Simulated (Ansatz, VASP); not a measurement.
Two plane-wave programs on Zr

```
CELL_PARAMETERS angstrom
-2.73918 2.73918 1.50450
2.73918 -2.73918 1.50450
2.73918 2.73918 -1.50450
ATOMIC_POSITIONS crystal
Zr 0.00000 0.00000 0.00000
Zr 0.75000 0.25000 0.50000
```

Alike in both runs: task relaxation of cell and atoms; functional PBEsol; k mesh 20 × 20 × 20; occupations gaussian, width 0.1 eV; no spin polarisation.

|  | VASP | Ansatz |
| --- | --- | --- |
| version | VASP 6.6.1 | Ansatz 0.2.0 |
| potentials or method | VASP PAW PBE potentials, release 64 (Zr_sv), cutoff 500 eV | scalar-relativistic, plane waves, PAW |
| valence electrons in the cell | 24 | 24 |

```tsv
	VASP	Ansatz	Ansatz less VASP
gap on the k mesh at the Fermi level, each at its own relaxed structure (eV)	none	none	-
relaxed volume (Å³/atom)	22.52	22.50	-0.028
relaxed length of the cell vector where the two differ most in proportion (Å)	4.146	4.143	-0.0026
```

VASP's potentials were made for PBE, not for PBEsol. A gap of «none» marks a metal or a gap that the smearing closes.
